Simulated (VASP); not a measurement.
Set up this calculation in VASP 6.6.1, as the native input.

- Task: single point
- Functional: PBE
- Potentials or basis: VASP PAW PBE potentials, release 64 (Ru_pv)
- Cutoff: 520 eV
- k mesh: 6 × 6 × 6
- Occupations: gaussian, width 0.1 eV
- Spin: no spin polarisation
- Dipole correction: no
- Further INCAR settings: ALGO = Normal; EDIFF = 1e-06; NBANDS = 21

The structure of Ru lies in POSCAR:

```
Ru
1.0
    1.3550969501      0.7823655889      4.5998018074
   -1.3550969501      0.7823655889      4.5998018074
    0.0000000000     -1.5647311778      4.5998018074
Ru
2
Direct
    0.0918681066      0.0918681066      0.0918681066
    0.9081318934      0.9081318934      0.9081318934
```

The input as run:

INCAR

```
SYSTEM = Ru
ALGO = Normal
EDIFF = 1E-6
ENCUT = 520
GGA = PE
ISIF = 2
ISMEAR = 0
LASPH = .True.
LCHARG = .False.
LREAL = .False.
LWAVE = .False.
NBANDS = 21
NELM = 80
PREC = Accurate
SIGMA = 0.1
```

KPOINTS

```
k-points
0
Gamma
  6 6 6
  0 0 0
```

Potentials or basis: VASP PAW PBE potentials, release 64 (Ru_pv).

Launch:

```sh
$ cat potpaw_PBE.64/Ru_pv/POTCAR > POTCAR
$ mpirun -np 1 vasp_std > vasp.out
```

It gave:

- Pressure: 0.1 GPa
- Band gap on the k mesh: zero (band 14 reaches 13.11 eV, above the bottom of band 15 at 10.87 eV)

Caveat: the k points lie up to 0.45 Å⁻¹ apart.

Wall time 16 s on 1 thread of Intel(R) Xeon(R) 6975P-C (Granite Rapids), with other jobs on the host, peak memory 0.2 GiB.
